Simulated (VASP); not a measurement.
The system is Si.

```xyz
1
Lattice="2.6030 0.0000 0.0000 -1.3015 2.2542 0.0000 0.0000 0.0000 2.4498" Properties=species:S:1:pos:R:3 pbc="T T T"
Si    0.0000    0.0000    0.0000
```

This cell differs from its parent crystal: volume scaled by 0.98.

Base run:

```yaml
Program: VASP 6.6.1
Functional: PBEsol
Potentials_or_basis: VASP PAW PBE potentials, release 64 (Si)
Cutoff: 520 eV
k_mesh: 12 × 12 × 11
Occupations: fermi-dirac, width 0.05 eV
Spin: no spin polarisation
```

Its results: band gap on the k mesh zero (band 2 reaches 17.45 eV, above the bottom of band 3 at 5.20 eV); pressure 3.2 GPa.

Task: The run is repeated on the same cell with these changes: functional from PBEsol to PBE. What comes out?

Result: Band gap on the k mesh zero (band 2 reaches 17.47 eV, above the bottom of band 3 at 5.27 eV); pressure 5.6 GPa.

PBE binds less tightly than PBEsol, so the same cell stands under more pressure.

Caveats: the PAW data sets were made with another functional, which shifts forces and pressure a little (some runs).
